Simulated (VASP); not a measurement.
# Mg2ZnS3 (Cmc2_1) in VASP: notebook

Mg2ZnS3 is run at these levels: PBE; tasks: single point.

Everything below comes from runs of VASP 6.6.1. Logs are shortened: lines on timing, memory, paths and dates and some standing lists are left out, and cuts for length are marked.

## Step 1: The cell of the first run

The structure is orthorhombic, space group Cmc2_1 (No. 36). The conventional cell has a = 11.956 Å, b = 6.901 Å, c = 6.434 Å, α = 90.00°, β = 90.00°, γ = 90.00°. Within 3.3 Å of Mg (site symmetry 1) lie 4 S at 2.46 to 2.47 Å. Zn (site symmetry m) has 4 S at 2.36 to 2.37 Å within 3.1 Å. Within 3.1 Å of S (site symmetry m) lie 2 Zn at 2.36 to 2.37 Å and 2 Mg at 2.46 Å. Within 3.1 Å of S (site symmetry 1) lie 1 Zn at 2.37 Å and 3 Mg at 2.46 to 2.47 Å.

## Step 2: Single point, PBE

INCAR reads:

```
SYSTEM = Mg2ZnS3
  PREC = Accurate
  ENCUT = 520
  EDIFF = 1E-6
  ISMEAR = 0
  SIGMA = 0.01
  LREAL = .FALSE.
  LASPH = .TRUE.
  NELM = 80
  ALGO = Normal
  ISIF = 2
  LWAVE = .FALSE.
  LCHARG = .TRUE.
  GGA = PE
  LELF = .TRUE.
  LVHAR = .TRUE.
  NBANDS = 46
```

KPOINTS reads:

```
regular mesh
0
G
  4 4 4
  0 0 0
```

POSCAR reads:

```
Mg2ZnS3
1.0
    5.9781765512     -3.4506441311      0.0000000000
    5.9781765512      3.4506441311      0.0000000000
    0.0000000000      0.0000000000      6.4337292713
Mg Zn S
4 2 6
Direct
    0.1663410176      0.5034143417      0.5036270321
    0.4965856583      0.8336589824      0.5036270321
    0.8336589824      0.4965856583      0.0036270321
    0.5034143417      0.1663410176      0.0036270321
    0.8366203806      0.1633796194      0.5049215118
    0.1633796194      0.8366203806      0.0049215118
    0.1559553297      0.8440446703      0.3730985382
    0.5100250181      0.1668262923      0.3873629428
    0.8331737077      0.4899749819      0.3873629428
    0.8440446703      0.1559553297      0.8730985382
    0.1668262923      0.5100250181      0.8873629428
    0.4899749819      0.8331737077      0.8873629428
```

Potentials or basis: VASP PAW PBE potentials, release 64 (Mg, Zn, S).

The run is started by

```sh
$ cat potpaw_PBE.64/Mg/POTCAR potpaw_PBE.64/Zn/POTCAR potpaw_PBE.64/S/POTCAR > POTCAR
$ mpirun -np 1 vasp_std > vasp.out
```

OUTCAR:

```text
SYSTEM = Mg2ZnS3
   PREC = Accurate
   ENCUT = 520
   EDIFF = 1E-6
   ISMEAR = 0
   LREAL = .FALSE.
   LASPH = .TRUE.
   NELM = 80
   ISIF = 2
   GGA = PE

 ion  position               nearest neighbor table
   1  0.166  0.503  0.504-   7 2.46   9 2.46   8 2.46  11 2.47
   2  0.497  0.834  0.504-   7 2.46   8 2.46   9 2.46  12 2.47
   3  0.834  0.497  0.004-  10 2.46  11 2.46  12 2.46   9 2.47
   4  0.503  0.166  0.004-  10 2.46  12 2.46  11 2.46   8 2.47
   5  0.837  0.163  0.505-   7 2.36   8 2.37   9 2.37  10 2.37
   6  0.163  0.837  0.005-  10 2.36  11 2.37  12 2.37   7 2.37
   7  0.156  0.844  0.373-   5 2.36   6 2.37   1 2.46   2 2.46
   8  0.510  0.167  0.387-   5 2.37   2 2.46   1 2.46   4 2.47
   9  0.833  0.490  0.387-   5 2.37   1 2.46   2 2.46   3 2.47
  10  0.844  0.156  0.873-   6 2.36   5 2.37   3 2.46   4 2.46
  11  0.167  0.510  0.887-   6 2.37   3 2.46   4 2.46   1 2.47
  12  0.490  0.833  0.887-   6 2.37   4 2.46   3 2.46   2 2.47

  LATTYP: Found a base centered orthorhombic cell.
 ALAT       =     6.9012882622
 B/A-ratio  =     1.7324813351
 C/A-ratio  =     0.9322504766

  Lattice vectors:

 A1 = (  -5.9781765512,  -3.4506441311,   0.0000000000)
 A2 = (   5.9781765512,  -3.4506441311,   0.0000000000)
 A3 = (   0.0000000000,   0.0000000000,   6.4337292713)

Analysis of symmetry for initial positions (statically):
=====================================================================
 Subroutine PRICEL returns:
 Original cell was already a primitive cell.

 Routine SETGRP: Setting up the symmetry group for a
 base centered orthorhombic supercell.

 Subroutine GETGRP returns: Found  4 space group operations
 (whereof  2 operations were pure point group operations)
 out of a pool of  8 trial point group operations.

The static configuration has the point symmetry C_1h.
 The point group associated with its full space group is C_2v.

Analysis of symmetry for dynamics (positions and initial velocities):
=====================================================================
 Subroutine PRICEL returns:
 Original cell was already a primitive cell.

 Routine SETGRP: Setting up the symmetry group for a
 base centered orthorhombic supercell.

 Subroutine GETGRP returns: Found  4 space group operations
 (whereof  2 operations were pure point group operations)
 out of a pool of  8 trial point group operations.

The dynamic configuration has the point symmetry C_1h.
 The point group associated with its full space group is C_2v.

 Subroutine INISYM returns: Found  4 space group operations
 (whereof  2 operations are pure point group operations),
 and found     1 'primitive' translations

[... 126 lines left out ...]
   EFERMI_NEDOS =   21; number of points for ismear=-14 and -15
   IALGO  =     38    algorithm
   IMIX   =      4    mixing-type and parameters
     AMIX     =   0.40;   BMIX     =  1.00
     AMIX_MAG =   1.60;   BMIX_MAG =  1.00
  volume/ion in A,a.u.               =      22.12       149.27
  Fermi-wavevector in a.u.,A,eV,Ry     =   1.039738  1.964820 14.708647  1.081055
  Thomas-Fermi vector in A             =   2.174282
   LORBIT       =      0    0 simple, 1 ext, 2 COOP (PROOUT), +10 PAW based schemes
   GGA     = PE    functional components
   LHFCALC =     F    Hartree Fock is set to
   AEXX    =    0.0000 exact exchange contribution
   IVDW    =     0    specifies the selected vdW correction
   LEPSILON=     F    determine dielectric tensor
   LRPA    =     F    only Hartree local field effects (RPA)
 non-spin polarized calculation
 Gauss-broadening in eV      SIGMA  =   0.01
  energy-cutoff  :      520.00
  volume of cell :      265.44
 maximum number of plane-waves:      7168
 NGX is ok and might be reduce to    54
   NGX = 25   NGY = 25   NGZ = 23

 number of electron      67.9999980 magnetization

 Free energy of the ion-electron system (eV)
  ---------------------------------------------------
  ext. energy  EPLUGINS =         0.00000000
  ---------------------------------------------------
  free energy    TOTEN  =       -47.57811068 eV

  energy without entropy =      -47.57811068  energy(sigma->0) =      -47.57811068

 E-fermi :   1.4080     XC(G=0):  -8.6801

 val. band max:        1.3294689006   @ k =   0.0000   0.0000   0.0000
 cond. band min:       4.2887860685   @ k =   0.0000   0.0000   0.0000
 fundamental gap:      2.9593171680
 Fermi energy:         1.4080069661

 k-point     1 :       0.0000    0.0000    0.0000
  band No.  band energies     occupation
      1     -10.5544      2.00000
      2      -9.7938      2.00000
      3      -9.6732      2.00000
      4      -9.6720      2.00000
      5      -9.5733      2.00000
      6      -9.5722      2.00000
[... 1018 lines left out ...]
     45       8.0633      0.00000
     46       8.0633      0.00000

------------------------ aborting loop because EDIFF is reached ----------------------------------------

  FORCE on cell =-STRESS in cart. coord.  units (eV):
  Direction    XX          YY          ZZ          XY          YZ          ZX
  --------------------------------------------------------------------------------------
  -------------------------------------------------------------------------------------
  Total       -0.1218633     -0.1171013     -0.1080133      0.0000000      0.0000000      0.0000000
  in kB       -0.7355660     -0.7068229     -0.6519678      0.0000000      0.0000000      0.0000000
  external PRESSURE =      -0.6981189 kB  Pullay stress =       0.0000000 kB

 VOLUME and BASIS-vectors are now :
 -----------------------------------------------------------------------------
  energy-cutoff  :      520.00
  volume of cell :      265.44
      direct lattice vectors                 reciprocal lattice vectors
     5.978176551 -3.450644131  0.000000000     0.083637543 -0.144900483  0.000000000
     5.978176551  3.450644131  0.000000000     0.083637543  0.144900483  0.000000000
     0.000000000  0.000000000  6.433729271     0.000000000  0.000000000  0.155430849

 POSITION                                       TOTAL-FORCE (eV/Angst)
 -----------------------------------------------------------------------------------
      4.00392      1.16312      3.24020        -0.000579     -0.000387      0.000770
      7.95244      1.16312      3.24020         0.000579     -0.000387      0.000770
      7.95244     -1.16312      0.02334         0.000579      0.000387      0.000770
      4.00392     -1.16312      0.02334        -0.000579      0.000387      0.000770
      5.97818     -2.32311      3.24853         0.000000      0.001833      0.000931
      5.97818      2.32311      0.03166         0.000000     -0.001833      0.000931
      5.97818      2.37435      2.40041         0.000000     -0.021712      0.013764
      4.04634     -1.18426      2.49219        -0.018672      0.010916     -0.008118
      7.91002     -1.18426      2.49219         0.018672      0.010916     -0.008118
      5.97818     -2.37435      5.61728         0.000000      0.021712      0.013764
      4.04634      1.18426      5.70905        -0.018672     -0.010916     -0.008118
      7.91002      1.18426      5.70905         0.018672     -0.010916     -0.008118
 -----------------------------------------------------------------------------------
    total drift:                                0.000001     -0.000000      0.000941

  FREE ENERGIE OF THE ION-ELECTRON SYSTEM (eV)
  ---------------------------------------------------
  free  energy   TOTEN  =       -47.5781106848 eV

  energy  without entropy=      -47.5781106848  energy(sigma->0) =      -47.57811068
```

Wall time 4.1 min (1 thread of Intel Xeon Platinum 8488C (Sapphire Rapids), shared host); peak memory 0.49 GiB.

What came out:

- Free energy: -47.5781 eV
- Pressure: -0.1 GPa
- Largest force: 0.026 eV/Å
- Band gap on the k mesh: 2.96 eV

Forces on the atoms (eV/Å):
```
Mg  -0.001  0.000  0.001
Mg   0.001  0.000  0.001
Mg   0.001  0.000  0.001
Mg  -0.001  0.000  0.001
Zn   0.000  0.002  0.001
Zn   0.000 -0.002  0.001
S    0.000 -0.022  0.014
S   -0.019  0.011 -0.008
S    0.019  0.011 -0.008
S    0.000  0.022  0.014
S   -0.019 -0.011 -0.008
S    0.019 -0.011 -0.008
```

## Step 3: Single point, PBE (19.46 Å³/atom)

This run uses another cell than the first one, of 19.46 Å³/atom.

INCAR reads:

```
  PREC = Accurate
  ENCUT = 600
  EDIFF = 1E-6
  ISMEAR = 0
  SIGMA = 0.02
  LREAL = F
  LASPH = T
  NELM = 120
  ALGO = Normal
  ISIF = 2
  LWAVE = F
  LCHARG = F
  GGA = PE
  NBANDS = 46
  GGA_COMPAT = F
```

KPOINTS reads:

```
regular mesh
0
Gamma
  4 4 4
```

POSCAR reads:

```
Mg2ZnS3
1.0
    5.7348542932     -3.3120747942      0.0000000000
    5.7348542932      3.3120747942      0.0000000000
    0.0000000000      0.0000000000      6.1482270001
Mg Zn S
4 2 6
Direct
    0.1662622440      0.5029838347      0.5022557974
    0.4970161653      0.8337377560      0.5022557974
    0.8337377560      0.4970161653      0.0022557974
    0.5029838347      0.1662622440      0.0022557974
    0.8360331015      0.1639668985      0.5059746670
    0.1639668985      0.8360331015      0.0059746670
    0.1560813680      0.8439186320      0.3752123967
    0.5095711148      0.1670336983      0.3871506708
    0.8329663017      0.4904288852      0.3871506708
    0.8439186320      0.1560813680      0.8752123967
    0.1670336983      0.5095711148      0.8871506708
    0.4904288852      0.8329663017      0.8871506708
```

Potentials or basis: VASP PAW PBE potentials, release 64 (Mg, Zn, S).

The run is started by

```sh
$ cat potpaw_PBE.64/Mg/POTCAR potpaw_PBE.64/Zn/POTCAR potpaw_PBE.64/S/POTCAR > POTCAR
$ mpirun -np 1 vasp_std > vasp.out
```

Run time: 8 min. Hardware: 1 thread of Oxide Virtual Turin-like, shared host; peak memory 0.49 GiB.

Results (log left out):

```
Free energy            : -46.6999 eV
Pressure               : 9.9 GPa
Largest force          : 0.036 eV/Å
Band gap on the k mesh : 3.58 eV
```

Forces on the atoms (eV/Å):
```
Mg  -0.002 -0.001 -0.008
Mg   0.002 -0.001 -0.008
Mg   0.002  0.001 -0.008
Mg  -0.002  0.001 -0.008
Zn   0.000  0.003  0.004
Zn   0.000 -0.003  0.004
S    0.000 -0.028  0.022
S   -0.024  0.015 -0.006
S    0.024  0.015 -0.006
S    0.000  0.028  0.022
S   -0.024 -0.015 -0.006
S    0.024 -0.015 -0.006
```

Levels at points of the mesh, in eV from the valence-band top:
| k point | band 31 | band 32 | band 33 | band 34 | band 35 | band 36 | band 37 | band 38 |
| --- | --- | --- | --- | --- | --- | --- | --- | --- |
| (0.00, 0.00, 0.00) | -0.76 | -0.09 | -0.08 | 0.00 | 3.58 | 4.37 | 4.43 | 4.44 |
| (0.50, 0.00, 0.00) | -0.71 | -0.60 | -0.55 | -0.46 | 4.25 | 5.06 | 5.24 | 5.72 |
| (0.50, 0.50, 0.00) | -0.74 | -0.67 | -0.48 | -0.40 | 4.18 | 5.12 | 5.36 | 5.58 |
| (0.00, 0.00, 0.50) | -0.43 | -0.43 | -0.41 | -0.41 | 4.68 | 4.68 | 5.42 | 5.42 |
| (0.50, 0.00, 0.50) | -1.02 | -1.02 | -0.92 | -0.92 | 4.28 | 4.28 | 5.26 | 5.26 |
| (0.50, 0.50, 0.50) | -1.05 | -1.05 | -0.98 | -0.98 | 4.29 | 4.29 | 5.22 | 5.22 |

Caveat: the cell stands under pressure.

## Step 4: Single point, PBE (20.13 Å³/atom)

This run uses another cell than the first one, of 20.13 Å³/atom.

INCAR reads:

```
SYSTEM = Mg2ZnS3
ALGO = Normal ; EDIFF = 1E-6
ENCUT = 600 ; GGA = PE
GGA_COMPAT = .False. ; ISIF = 2
ISMEAR = 0 ; LASPH = .True.
LCHARG = .False. ; LREAL = .False.
LWAVE = .False. ; NBANDS = 46
NELM = 120 ; PREC = Accurate
SIGMA = 0.02
```

KPOINTS reads:

```
k-points
0
Gamma
  4 4 4
  0 0 0
```

POSCAR reads:

```
Mg2ZnS3
1.0
    5.7980308739     -3.3483071522      0.0000000000
    5.7980308739      3.3483071522      0.0000000000
    0.0000000000      0.0000000000      6.2205004174
Mg Zn S
4 2 6
Direct
    0.1662889019      0.5030589383      0.5024912032
    0.4969410617      0.8337110981      0.5024912032
    0.8337110981      0.4969410617      0.0024912032
    0.5030589383      0.1662889019      0.0024912032
    0.8361598549      0.1638401451      0.5058031746
    0.1638401451      0.8361598549      0.0058031746
    0.1560607153      0.8439392847      0.3747978244
    0.5096697195      0.1669867363      0.3872082973
    0.8330132637      0.4903302805      0.3872082973
    0.8439392847      0.1560607153      0.8747978244
    0.1669867363      0.5096697195      0.8872082973
    0.4903302805      0.8330132637      0.8872082973
```

The run is started by

```sh
$ cat potpaw_PBE.64/Mg/POTCAR potpaw_PBE.64/Zn/POTCAR potpaw_PBE.64/S/POTCAR > POTCAR
$ mpirun -np 1 vasp_std > vasp.out
```

It took 8.3 min on 1 thread of Oxide Virtual Turin-like, shared host; peak memory 0.49 GiB.

Results (log left out):

```
Free energy            : -47.1140 eV
Pressure               : 6.8 GPa
Largest force          : 0.026 eV/Å
Band gap on the k mesh : 3.41 eV
```

Forces on the atoms (eV/Å):
```
Mg  -0.001  0.000 -0.001
Mg   0.001  0.000 -0.001
Mg   0.001  0.000 -0.001
Mg  -0.001  0.000 -0.001
Zn   0.000  0.001  0.002
Zn   0.000 -0.001  0.002
S    0.000 -0.022  0.013
S   -0.019  0.011 -0.007
S    0.019  0.011 -0.007
S    0.000  0.022  0.013
S   -0.019 -0.011 -0.007
S    0.019 -0.011 -0.007
```

Levels at points of the mesh, in eV from the valence-band top:
```
           k point  band 31  band 32  band 33  band 34  band 35  band 36  band 37  band 38
(0.00, 0.00, 0.00)    -0.72    -0.08    -0.07     0.00     3.41     4.31     4.50     4.52
(0.50, 0.00, 0.00)    -0.68    -0.58    -0.53    -0.44     4.27     5.02     5.15     5.60
(0.50, 0.50, 0.00)    -0.70    -0.64    -0.46    -0.38     4.20     5.12     5.27     5.39
(0.00, 0.00, 0.50)    -0.41    -0.41    -0.39    -0.39     4.58     4.58     5.35     5.35
(0.50, 0.00, 0.50)    -0.97    -0.97    -0.88    -0.88     4.27     4.27     5.23     5.23
(0.50, 0.50, 0.50)    -1.00    -1.00    -0.94    -0.94     4.27     4.27     5.20     5.20
```

Caveat: the cell stands under pressure.

## Step 5: Single point, PBE (20.79 Å³/atom)

This run uses another cell than the first one, of 20.79 Å³/atom.

INCAR reads:

```
ALGO     = Normal         # electronic algorithm
EDIFF    = 1E-6           # SCF threshold, eV
ENCUT    = 600            # plane-wave cutoff, eV
GGA      = PE             # functional
GGA_COMPAT= False        
ISIF     = 2              # what is computed and relaxed
ISMEAR   = 0              # smearing method
LASPH    = True           # aspherical terms in the spheres
LCHARG   = True           # write CHGCAR
LELF     = True           # ELF
LREAL    = False          # projectors in reciprocal space
LVHAR    = True         
LWAVE    = False          # write WAVECAR
NBANDS   = 46             # bands
NELM     = 120            # most SCF steps
PREC     = Accurate       # precision mode
SIGMA    = 0.02           # smearing width, eV
```

KPOINTS reads:

```
k-points
0
Gamma
  4 4 4
```

POSCAR reads:

```
Mg2ZnS3
1.0
    5.8577250430     -3.3816104920      0.0000000000
    5.8577250430      3.3816104920      0.0000000000
    0.0000000000      0.0000000000      6.2974544415
Mg Zn S
4 2 6
Direct
    0.1662770576      0.5033481852      0.5032925560
    0.4966518148      0.8337229424      0.5032925560
    0.8337229424      0.4966518148      0.0032925560
    0.5033481852      0.1662770576      0.0032925560
    0.8364593728      0.1635406272      0.5051735999
    0.1635406272      0.8364593728      0.0051735999
    0.1560114425      0.8439885575      0.3736932860
    0.5098182015      0.1669233079      0.3872740010
    0.8330766921      0.4901817985      0.3872740010
    0.8439885575      0.1560114425      0.8736932860
    0.1669233079      0.5098182015      0.8872740010
    0.4901817985      0.8330766921      0.8872740010
```

The run is started by

```sh
$ cat potpaw_PBE.64/Mg/POTCAR potpaw_PBE.64/Zn/POTCAR potpaw_PBE.64/S/POTCAR > POTCAR
$ mpirun -np 1 vasp_std > vasp.out
```

It took 8.2 min on 1 thread of Oxide Virtual Turin-like, shared host; peak memory 0.5 GiB.

It converged, with:

| Quantity | Value |
| --- | --- |
| Free energy | -47.3850 eV |
| Pressure | 4.1 GPa |
| Largest force | 0.035 eV/Å |
| Band gap on the k mesh | 3.26 eV |

Forces in eV/Å, atoms in the order of the input:
```
Mg  -0.002 -0.001 -0.008
Mg   0.002 -0.001 -0.008
Mg   0.002  0.001 -0.008
Mg  -0.002  0.001 -0.008
Zn   0.000  0.003  0.009
Zn   0.000 -0.003  0.009
S    0.000 -0.031  0.016
S   -0.026  0.015 -0.005
S    0.026  0.015 -0.005
S    0.000  0.031  0.016
S   -0.026 -0.015 -0.005
S    0.026 -0.015 -0.005
```

Levels at points of the mesh, in eV from the valence-band top:
| k point | band 32 | band 33 | band 34 | band 35 | band 36 | band 37 |
| --- | --- | --- | --- | --- | --- | --- |
| (0.00, 0.00, 0.00) | -0.06 | -0.05 | 0.00 | 3.26 | 4.25 | 4.56 |
| (0.50, 0.00, 0.00) | -0.55 | -0.50 | -0.41 | 4.30 | 4.94 | 5.11 |
| (0.50, 0.50, 0.00) | -0.60 | -0.43 | -0.36 | 4.22 | 5.12 | 5.20 |
| (0.00, 0.00, 0.50) | -0.38 | -0.36 | -0.36 | 4.49 | 4.49 | 5.27 |
| (0.50, 0.00, 0.50) | -0.93 | -0.83 | -0.83 | 4.26 | 4.26 | 5.20 |
| (0.50, 0.50, 0.50) | -0.95 | -0.89 | -0.89 | 4.26 | 4.26 | 5.18 |

Caveat: the cell stands under pressure.

## Step 6: The runs side by side

```tsv
cell	cutoff (eV)	smearing	gap on the mesh (eV)	pressure (GPa)	largest force (eV/Å)
a = 6.903, b = 6.903, c = 6.434 Å, angles 90.0, 90.0, 60.0°, 12 atoms, atomic positions A	520	gaussian 0.01 eV	2.96	-0.1	0.03
a = 6.623, b = 6.623, c = 6.148 Å, angles 90.0, 90.0, 60.0°, 12 atoms, atomic positions B	600	gaussian 0.02 eV	3.58	9.9	0.04
a = 6.695, b = 6.695, c = 6.221 Å, angles 90.0, 90.0, 60.0°, 12 atoms, atomic positions C	600	gaussian 0.02 eV	3.41	6.8	0.03
a = 6.764, b = 6.764, c = 6.297 Å, angles 90.0, 90.0, 60.0°, 12 atoms, atomic positions D	600	gaussian 0.02 eV	3.26	4.1	0.03
```

Alike in all rows: task single point; level PBE; potentials or basis VASP PAW PBE potentials, release 64 (Mg, Zn, S); no spin polarisation; k mesh 4 × 4 × 4.

Caveats: the cell stands under pressure (at least some runs).

Total energies depend on the potentials used, so only differences within one code and one set of settings carry meaning.
